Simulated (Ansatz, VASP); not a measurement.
# Ti2W3: VASP beside Ansatz

```
Ti W
1.0
    -2.25112   -3.90103    0.00048
     2.25241    1.29909    4.58871
    -6.76297    3.90656    0.00014
Ti W
4 6
Direct
  0.19575 0.39136 0.39864
  0.69573 0.39137 0.89861
  0.30424 0.60864 0.10138
  0.80427 0.60862 0.60137
  0.60447 0.20892 0.20150
  0.10447 0.20891 0.70151
  0.89554 0.79109 0.29850
  0.39553 0.79109 0.79850
  0.99997 0.00000 0.00000
  0.50003 0.00000 0.50000
```

Change from the starting cell: cell x2, atoms moved at random (sigma 0.05 Å) and cell strained at random (1.5 %), then relaxed without symmetry.

Alike in both runs: functional PBE; k mesh 6 × 6 × 4; occupations gaussian, width 0.2 eV; no spin polarisation.

Ansatz relaxed the structure, and its values are those at the end. VASP's run is a single point on that final structure, the one shown.

```csv
,VASP,Ansatz
version,VASP 6.6.1,Ansatz 0.2.0
potentials or method,"VASP PAW PBE potentials, release 64 (Ti_sv, W_sv), cutoff 520 eV","scalar-relativistic, plane waves, PAW"
valence electrons in the cell,132,132
```

VASP gave:

- gap on the k mesh at the Fermi level (eV): none
- pressure (GPa): 0.0
- rms of the force components (eV/Å): 0.012

Problem. Estimate Ansatz's values.

Solution. gap on the k mesh at the Fermi level (eV): none; pressure (GPa): -0.1; rms of the force components (eV/Å): 0.008.

A gap of «none» marks a metal or a gap that the smearing closes.

Neither program's run includes spin-orbit coupling.
